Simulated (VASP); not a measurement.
Set up this calculation in VASP 6.6.1, as the native input.

* Task: relaxation of cell and atoms
* Functional: BLYP
* Dispersion: D3(BJ)
* Potentials or basis: VASP PAW PBE potentials, release 64 (Ta_sv_GW)
* Cutoff: 500 eV
* k mesh: 13 × 13 × 7
* Occupations: fermi-dirac, width 0.1 eV
* Spin: no spin polarisation
* Dipole correction: no
* Further INCAR settings: ALGO = Normal; EDIFF = 1e-07; IBRION = 2; EDIFFG = -0.02; NSW = 80; ISIF = 3

The structure of Ta lies in POSCAR:

```
Ta
1.0
    2.9003720000      0.0000000000      0.0000000000
   -1.4501860000      2.5117958324      0.0000000000
    0.0000000000      0.0000000000      5.1662740000
Ta
2
Direct
    0.6666666667      0.3333333333      0.7500000000
    0.3333333333      0.6666666667      0.2500000000
```

This isn't the form of Ta at room conditions, which is bcc.

The input as run:

INCAR

```
PREC = Accurate
ENCUT = 500
EDIFF = 1E-7
ISMEAR = -1
SIGMA = 0.1
LREAL = False
LASPH = True
NELM = 120
ALGO = Normal
ISIF = 3
LWAVE = False
LCHARG = False
GGA = B5
ALDAX = 1.0
AGGAX = 1.0
AGGAC = 1.0
ALDAC = 0.0
IVDW = 12
VDW_S6 = 1.0
VDW_S8 = 2.6996
VDW_A1 = 0.4298
VDW_A2 = 4.2359
IBRION = 2
NSW = 80
EDIFFG = -0.02
GGA_COMPAT = False
NELMIN = 4
```

KPOINTS

```
regular mesh
0
Gamma
  13 13 7
```

Potentials or basis: VASP PAW PBE potentials, release 64 (Ta_sv_GW).

Launch:

```bash
$ cat potpaw_PBE.64/Ta_sv_GW/POTCAR > POTCAR
$ mpirun -np 1 vasp_std > vasp.out
```

It gave:

- Relaxed volume: 17.92 Å³/atom
- Relaxed cell: a = 2.852 Å, b = 2.852 Å, c = 5.089 Å, α = 90.00°, β = 90.00°, γ = 120.00°
- Space group after relaxing (to 0.1 Å): P6_3/mmc (No. 194)
- Energy gained by relaxing: 26.7 meV/atom
- Ionic steps: 4
- Pressure after relaxing: 0.0 GPa
- Band gap on the k mesh: zero (bands 13 and 14 overlap by 1.92 eV)
- Dispersion energy per atom: -1.647 eV

Caveat: the dispersion term is far too large for a dense solid, which distorts pressure and volume; the PAW data sets were made with another functional, which shifts forces and pressure a little; spin-orbit coupling is left out, which moves the levels of the heavy elements.

Run time: 2.1 min on 1 thread of Intel(R) Xeon(R) 6975P-C (Granite Rapids), on a shared host, peak memory 0.21 GiB.
